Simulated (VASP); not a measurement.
# Sr (Fm-3m) in VASP: a series of runs

Sr is run at these levels: r2SCAN; tasks: single point, relaxation of cell and atoms.

All numbers are computed with VASP 6.6.1; they aren't measurements. Logs are shortened: lines on timing, memory, paths and dates and some standing lists are left out, and cuts for length are marked.

### 1 The cell of the first run

It takes space group Fm-3m (No. 225, cubic). The conventional cell has a = 6.122 Å, b = 6.122 Å, c = 6.122 Å, α = 90.00°, β = 90.00°, γ = 90.00°. Within 5.7 Å of Sr (site symmetry m-3m) lie 12 Sr at 4.33 Å.

### 2 Single point, r2SCAN

File POSCAR:

```
Sr
1.0
    4.3287216012      0.0000000000      0.0000000000
    2.1643608006      3.7487828725      0.0000000000
    2.1643608006      1.2495942908      3.5343863871
Sr
1
Direct
    0.0000000000      0.0000000000      0.0000000000
```

File INCAR.step1:

```
SYSTEM = Sr
ALGO     = Normal         ! electronic algorithm
EDIFF    = 1E-4           ! SCF threshold, eV
ENCUT    = 520            ! plane-wave cutoff, eV
GGA      = PE             ! functional
ISMEAR   = -1             ! smearing method
LASPH    = .TRUE.         ! aspherical terms in the spheres
LCHARG   = .FALSE.        ! write CHGCAR
LREAL    = .FALSE.        ! projectors in reciprocal space
LWAVE    = .TRUE.         ! write WAVECAR
NBANDS   = 11             ! bands
NELM     = 60             ! most SCF steps
PREC     = Accurate       ! precision mode
SIGMA    = 0.02           ! smearing width, eV
```

File INCAR.step2:

```
SYSTEM = Sr
ALGO     = Normal         ! electronic algorithm
EDIFF    = 1E-7           ! SCF threshold, eV
ENCUT    = 520            ! plane-wave cutoff, eV
ISIF     = 2              ! what is computed and relaxed
ISMEAR   = -1             ! smearing method
ISTART   = 1            
LASPH    = .TRUE.         ! aspherical terms in the spheres
LCHARG   = .FALSE.        ! write CHGCAR
LMIXTAU  = .TRUE.       
LREAL    = .FALSE.        ! projectors in reciprocal space
LWAVE    = .FALSE.        ! write WAVECAR
METAGGA  = R2SCAN         ! meta-GGA
NBANDS   = 11             ! bands
NELM     = 60             ! most SCF steps
PREC     = Accurate       ! precision mode
SIGMA    = 0.02           ! smearing width, eV
```

File KPOINTS:

```
k-points
0
G
  7 7 7
  0 0 0
```

Potentials or basis: VASP PAW PBE potentials, release 64 (Sr_sv).

Launch:

```bash
$ cat potpaw_PBE.64/Sr_sv/POTCAR > POTCAR
$ cp INCAR.step1 INCAR
$ mpirun -np 1 vasp_std > vasp.out
$ cp INCAR.step2 INCAR
$ mpirun -np 1 vasp_std > vasp.out
```

OUTCAR:

```text
SYSTEM = Sr
   EDIFF = 1E-7
   ENCUT = 520
   ISIF = 2
   ISMEAR = -1
   ISTART = 1
   LASPH = .TRUE.
   LREAL = .FALSE.
   METAGGA = R2SCAN
   NELM = 60
   PREC = Accurate

 ion  position               nearest neighbor table
   1  0.000  0.000  0.000-

  LATTYP: Found a face centered cubic cell.
 ALAT       =     6.1217367961

  Lattice vectors:

 A1 = (   4.3287216012,   0.0000000000,   0.0000000000)
 A2 = (   2.1643608006,   3.7487828725,   0.0000000000)
 A3 = (   2.1643608006,   1.2495942908,   3.5343863871)

Analysis of symmetry for initial positions (statically):
=====================================================================
 Subroutine PRICEL returns:
 Original cell was already a primitive cell.

 Routine SETGRP: Setting up the symmetry group for a
 face centered cubic supercell.

 Subroutine GETGRP returns: Found 48 space group operations
 (whereof 48 operations were pure point group operations)
 out of a pool of 48 trial point group operations.

The static configuration has the point symmetry O_h .

Analysis of symmetry for dynamics (positions and initial velocities):
=====================================================================
 Subroutine PRICEL returns:
 Original cell was already a primitive cell.

 Routine SETGRP: Setting up the symmetry group for a
 face centered cubic supercell.

 Subroutine GETGRP returns: Found 48 space group operations
 (whereof 48 operations were pure point group operations)
 out of a pool of 48 trial point group operations.

The dynamic configuration has the point symmetry O_h .

 Subroutine INISYM returns: Found 48 space group operations
 (whereof 48 operations are pure point group operations),
 and found     1 'primitive' translations

----------------------------------------------------------------------------------------

                                     Primitive cell

  volume of cell :      57.3540

  direct lattice vectors                    reciprocal lattice vectors
     4.328721601  0.000000000  0.000000000     0.231015088 -0.133376623 -0.094311515
     2.164360801  3.748782873  0.000000000     0.000000000  0.266753246 -0.094311515
     2.164360801  1.249594291  3.534386387     0.000000000  0.000000000  0.282934544

  length of vectors
     4.328721601  4.328721601  4.328721601     0.282934544  0.282934544  0.282934544

  position of ions in fractional coordinates (direct lattice)
     0.000000000  0.000000000  0.000000000

  ion indices of the primitive-cell ions
   primitive index   ion index
                 1           1

----------------------------------------------------------------------------------------

 KPOINTS: k-points

Automatic generation of k-mesh.
 Grid dimensions read from file:
 generate k-points for:    7    7    7

 Generating k-lattice:

  Cartesian coordinates                     Fractional coordinates (reciprocal lattice)
     0.033002155 -0.019053803 -0.013473074     0.142857143 -0.000000000 -0.000000000
     0.000000000  0.038107607 -0.013473074     0.000000000  0.142857143  0.000000000
     0.000000000  0.000000000  0.040419221     0.000000000  0.000000000  0.142857143

  Length of vectors
     0.040419221  0.040419221  0.040419221

  Shift w.r.t. Gamma in fractional coordinates (k-lattice)
     0.000000000  0.000000000  0.000000000

 Subroutine IBZKPT returns following result:
 ===========================================

 Found     20 irreducible k-points:

 Following reciprocal coordinates:
            Coordinates               Weight
  0.000000  0.000000  0.000000      1.000000
  0.142857 -0.000000 -0.000000      8.000000
  0.285714  0.000000  0.000000      8.000000
  0.428571 -0.000000 -0.000000      8.000000
  0.142857  0.142857 -0.000000      6.000000
  0.285714  0.142857  0.000000     24.000000
[... 12 lines left out ...]
 -0.428571  0.428571  0.142857     24.000000
 -0.285714  0.428571  0.142857     24.000000
   k-points           NKPTS =     20   k-points in BZ     NKDIM =     20   number of bands    NBANDS=     11
   number of dos      NEDOS =    301   number of ions     NIONS =      1
   total plane-waves  NPLWV =  32768
   dimension x,y,z NGX =    32 NGY =   32 NGZ =   32
   dimension x,y,z NGXF=    64 NGYF=   64 NGZF=   64
   ions per type =               1
   NGX,Y,Z   is equivalent  to a cutoff of  12.29, 12.29, 12.29 a.u.
   NGXF,Y,Z  is equivalent  to a cutoff of  24.58, 24.58, 24.58 a.u.
 SYSTEM =  Sr
   PREC   = accura    normal or accurate (medium, high low for compatibility)
   ISTART =      1    job   : 0-new  1-cont  2-samecut
   ICHARG =      0    charge: 1-file 2-atom 10-const
   ISPIN  =      1    spin polarized calculation?
   LNONCOLLINEAR =      F non collinear calculations
   LSORBIT =      F    spin-orbit coupling
   LASPH  =      T    aspherical Exc in radial PAW
   ENCUT  =  520.0 eV  38.22 Ry    6.18 a.u.   8.05  8.05  8.05*2*pi/ulx,y,z
   NELM   =     60;   NELMIN=  2; NELMDL=  0     # of ELM steps
   EDIFF  = 0.1E-06   stopping-criterion for ELM
   LREAL  =      F    real-space projection
   EDIFFG = 0.1E-05   stopping-criterion for IOM
   NSW    =      0    number of steps for IOM
   IBRION =     -1    ionic relax: 0-MD 1-quasi-New 2-CG
   NFREE  =      0    steps in history (QN), initial steepest desc. (CG)
   ISIF   =      2    stress and relaxation
   ISYM   =      2    0-nonsym 1-usesym 2-fastsym
   POTIM  = 0.5000    time-step for ionic-motion
   TEBEG  =    0.0;   TEEND  =   0.0 temperature during run
   PSTRESS=    0.0 pullay stress
   NELECT =      10.0000    total number of electrons
   NUPDOWN=      -1.0000    fix difference up-down
   EMIN   =  10.00;   EMAX   =-10.00  energy-range for DOS
   EFERMI =   0.00;   METHOD = LEGACY
   ISMEAR =    -1;   SIGMA  =   0.02  broadening in eV -4-tet -1-fermi 0-gaus
   EFERMI_NEDOS =   21; number of points for ismear=-14 and -15
   IALGO  =     38    algorithm
   IMIX   =      4    mixing-type and parameters
     AMIX     =   0.40;   BMIX     =  1.00
     AMIX_MAG =   1.60;   BMIX_MAG =  1.00
  volume/ion in A,a.u.               =      57.35       387.04
  Fermi-wavevector in a.u.,A,eV,Ry     =   0.914577  1.728300 11.380603  0.836451
  Thomas-Fermi vector in A             =   2.039220
   LORBIT       =      0    0 simple, 1 ext, 2 COOP (PROOUT), +10 PAW based schemes
   METAGGA = R2SCAN    functional components
   LHFCALC =     F    Hartree Fock is set to
   AEXX    =    0.0000 exact exchange contribution
   IVDW    =     0    specifies the selected vdW correction
   LEPSILON=     F    determine dielectric tensor
   LRPA    =     F    only Hartree local field effects (RPA)
 non-spin polarized calculation
  energy-cutoff  :      520.00
  volume of cell :       57.35
 maximum number of plane-waves:      1564
   NGX = 17   NGY = 17   NGZ = 17

 number of electron      10.0000000 magnetization

 Free energy of the ion-electron system (eV)
  ---------------------------------------------------
  ext. energy  EPLUGINS =         0.00000000
  ---------------------------------------------------
  free energy    TOTEN  =       -15.10299986 eV

  energy without entropy =      -15.10064311  energy(sigma->0) =      -15.10182148

 E-fermi :   1.4793     XC(G=0):  -7.6615

 val. band max:        1.4429930946   @ k =  -0.4286   0.1429   0.0000
 cond. band min:       1.5170680530   @ k =  -0.2857   0.4286   0.1429
 fundamental gap:      0.0740749584
 Fermi energy:         1.4793410816

 k-point     1 :       0.0000    0.0000    0.0000
  band No.  band energies     occupation
      1     -36.6562      2.00000
      2     -17.9194      2.00000
      3     -17.9194      2.00000
      4     -17.9194      2.00000
      5      -2.3100      2.00000
      6       4.1113      0.00000
      7       4.1113      0.00000
      8       4.1113      0.00000
      9       5.5935      0.00000
     10       5.5935      0.00000
     11       8.8571      0.00000

 k-point     2 :       0.1429   -0.0000   -0.0000
  band No.  band energies     occupation
      1     -36.6538      2.00000
      2     -17.9533      2.00000
      3     -17.9239      2.00000
      4     -17.9239      2.00000
      5      -1.9816      2.00000
      6       3.6005      0.00000
      7       4.2395      0.00000
      8       4.2395      0.00000
      9       5.4315      0.00000
     10       5.4315      0.00000
     11       9.4937      0.00000

 k-point     3 :       0.2857    0.0000    0.0000
  band No.  band energies     occupation
      1     -36.6485      2.00000
      2     -18.0281      2.00000
      3     -17.9340      2.00000
      4     -17.9340      2.00000
      5      -1.0815      2.00000
      6       2.6461      0.00000
      7       4.1967      0.00000
      8       4.1967      0.00000
      9       5.6811      0.00000
     10       5.6811      0.00000
     11       8.2989      0.00000

 k-point     4 :       0.4286   -0.0000   -0.0000
  band No.  band energies     occupation
      1     -36.6443      2.00000
      2     -18.0869      2.00000
      3     -17.9421      2.00000
      4     -17.9421      2.00000
      5       0.0849      2.00000
      6       1.6659      0.00018
      7       3.9606      0.00000
      8       3.9606      0.00000
      9       6.4591      0.00000
     10       6.4591      0.00000
     11       7.5753      0.00000
[... 183 lines left out ...]
 k-point    18 :      -0.4286    0.2857    0.1429
  band No.  band energies     occupation
      1     -36.6416      2.00000
      2     -18.0613      2.00000
      3     -17.9965      2.00000
      4     -17.9601      2.00000
      5       0.7803      2.00000
      6       1.8501      0.00000
      7       2.8014      0.00000
      8       4.4875      0.00000
      9       5.9595      0.00000
     10       6.7853      0.00000
     11       7.3640      0.00000

 k-point    19 :      -0.4286    0.4286    0.1429
  band No.  band energies     occupation
      1     -36.6403      2.00000
      2     -18.0633      2.00000
      3     -17.9990      2.00000
      4     -17.9789      2.00000
      5       0.9828      2.00000
      6       2.0827      0.00000
      7       2.4097      0.00000
      8       4.8557      0.00000
      9       6.2880      0.00000
     10       6.9433      0.00000
     11       7.3677      0.00000

 k-point    20 :      -0.2857    0.4286    0.1429
  band No.  band energies     occupation
      1     -36.6399      2.00000
      2     -18.0413      2.00000
      3     -18.0306      2.00000
      4     -17.9761      2.00000
      5       1.5171      0.26332
      6       1.9621      0.00000
      7       2.2022      0.00000
      8       4.3267      0.00000
      9       6.4488      0.00000
     10       6.5138      0.00000
     11       7.7036      0.00000

------------------------ aborting loop because EDIFF is reached ----------------------------------------

  FORCE on cell =-STRESS in cart. coord.  units (eV):
  Direction    XX          YY          ZZ          XY          YZ          ZX
  --------------------------------------------------------------------------------------
  -------------------------------------------------------------------------------------
  Total        0.0072319      0.0072319      0.0072319     -0.0000000     -0.0000000      0.0000000
  in kB        0.2020235      0.2020235      0.2020235     -0.0000000     -0.0000000      0.0000000
  external PRESSURE =       0.2020235 kB  Pullay stress =       0.0000000 kB

 VOLUME and BASIS-vectors are now :
 -----------------------------------------------------------------------------
  energy-cutoff  :      520.00
  volume of cell :       57.35
      direct lattice vectors                 reciprocal lattice vectors
     4.328721601  0.000000000  0.000000000     0.231015088 -0.133376623 -0.094311515
     2.164360801  3.748782873  0.000000000     0.000000000  0.266753246 -0.094311515
     2.164360801  1.249594291  3.534386387     0.000000000  0.000000000  0.282934544

 POSITION                                       TOTAL-FORCE (eV/Angst)
 -----------------------------------------------------------------------------------
      0.00000      0.00000      0.00000        -0.000000     -0.000000      0.000000
 -----------------------------------------------------------------------------------
    total drift:                                0.000000      0.000000      0.000000

  FREE ENERGIE OF THE ION-ELECTRON SYSTEM (eV)
  ---------------------------------------------------
  free  energy   TOTEN  =       -15.1029998600 eV

  energy  without entropy=      -15.1006431051  energy(sigma->0) =      -15.10182148
```

Run time: 23 s. Hardware: 1 thread of Intel Xeon 6975P-C (Granite Rapids), shared host; peak memory 0.18 GiB.

Results:

```yaml
Free_energy: -15.1030 eV
Pressure: 0.0 GPa
Band_gap_on_the_k_mesh: zero (bands 5 and 6 overlap by 0.07 eV)
```

Caveat: the PAW data sets were made with another functional, which shifts forces and pressure a little.

### 3 Relaxation of cell and atoms, r2SCAN

This run uses another cell than the first one, of 56.32 Å³/atom.

File POSCAR:

```
Sr
1.0
    4.3025330000      0.0000000000      0.0000000000
    2.1512665000      3.7261028786      0.0000000000
    2.1512665000      1.2420342929      3.5130034838
Sr
1
Direct
    0.0000000000      0.0000000000      0.0000000000
```

File INCAR.step1:

```
SYSTEM = Sr
PREC = Accurate
ENCUT = 600
ISMEAR = -1
SIGMA = 0.02
LREAL = .FALSE.
LASPH = .TRUE.
NELM = 100
GGA = PE
ALGO = Normal
EDIFF = 1E-4
LWAVE = .TRUE.
LCHARG = .FALSE.
```

File INCAR.step2:

```
SYSTEM = Sr
PREC = Accurate
ENCUT = 600
EDIFF = 1E-7
ISMEAR = -1
SIGMA = 0.02
LREAL = .FALSE.
LASPH = .TRUE.
NELM = 100
ALGO = Normal
ISIF = 3
LWAVE = .FALSE.
LCHARG = .FALSE.
METAGGA = R2SCAN
LMIXTAU = .TRUE.
IBRION = 2
NSW = 80
EDIFFG = -0.01
ISTART = 1
```

File KPOINTS:

```
Automatic mesh
0
G
  7 7 7
  0 0 0
```

Potentials or basis: VASP PAW PBE potentials, release 64 (Sr_sv).

Launch:

```bash
$ cat potpaw_PBE.64/Sr_sv/POTCAR > POTCAR
$ cp INCAR.step1 INCAR
$ mpirun -np 1 vasp_std > vasp.out
$ cp INCAR.step2 INCAR
$ mpirun -np 1 vasp_std > vasp.out
```

It took 77 s on 1 thread of Intel Xeon 6975P-C (Granite Rapids), shared host; peak memory 0.22 GiB.

It converged, with:

| Item | Value |
| --- | --- |
| Free energy | -15.1031 eV |
| Relaxed volume | 57.48 Å³/atom |
| Relaxed cell | a = 4.332 Å, b = 4.332 Å, c = 4.332 Å, α = 60.00°, β = 60.00°, γ = 60.00° |
| Space group after relaxing (to 0.1 Å) | Fm-3m (No. 225) |
| Energy gained by relaxing | 0.8 meV/atom |
| Ionic steps | 3 |
| Pressure after relaxing | 0.0 GPa |
| Band gap on the k mesh | zero (bands 5 and 6 overlap by 0.08 eV) |

Step by step:
```
step  energy change (eV)  largest force (eV/Å)  pressure (GPa)  volume (Å³)
   1              0.0000                0.0000            0.23        56.32
   2             -0.0007                0.0000            0.10        56.98
   3             -0.0008                0.0000           -0.01        57.48
```

Final structure:
```
Sr
1.0
     4.33196    0.00000    0.00000
     2.16598    3.75159    0.00000
     2.16598    1.25053    3.53703
Sr
1
Direct
  0.00000 0.00000 0.00000
```

Levels at points of the mesh, in eV from the Fermi level:
```tsv
k point	band 2	band 3	band 4	band 5	band 6	band 7	band 8	band 9
(0.00, 0.00, 0.00)	-19.40	-19.40	-19.40	-3.79	2.63	2.63	2.63	4.11
```

Caveat: the PAW data sets were made with another functional, which shifts forces and pressure a little. Zero-point motion and thermal expansion aren't in these numbers.

The gap in the log of VASP goes by the Fermi energy; the results here count the filled bands.